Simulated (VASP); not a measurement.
Nb: single point with PBE

Nb:

```xyz
1
Lattice="-1.6548 1.6548 1.6548 1.6548 -1.6548 1.6548 1.6548 1.6548 -1.6548" Properties=species:S:1:pos:R:3 pbc="T T T"
Nb    0.0000    0.0000    0.0000
```

```
Program                : VASP 6.6.1
Task                   : single point
Functional             : PBE
Potentials or basis    : VASP PAW PBE potentials, release 64 (Nb_sv)
Cutoff                 : 520 eV
k mesh                 : 22 × 22 × 22
Occupations            : fermi-dirac, width 0.1 eV
Spin                   : no spin polarisation
Dipole correction      : no
Further INCAR settings : ALGO = Normal; EDIFF = 1e-06; NBANDS = 12
```

```
Pressure : 0.0 GPa
```

Levels at points of the mesh, in eV from the Fermi level:
```
           k point  band 4  band 5  band 6  band 7  band 8  band 9  band 10  band 11
(0.00, 0.00, 0.00)  -29.70   -5.95    0.36    0.36    0.36    3.25     3.25    14.19
(0.50, 0.00, 0.00)  -29.71   -3.71   -1.65    2.24    3.27    3.95     6.31    11.59
(0.50, 0.50, 0.50)  -30.61   -3.70   -3.70    5.55    5.55    5.55     9.01     9.01
```

Run time: 43 s on 1 thread of AMD EPYC 9R14 (Zen 4) (shared host), peak memory 0.16 GiB.
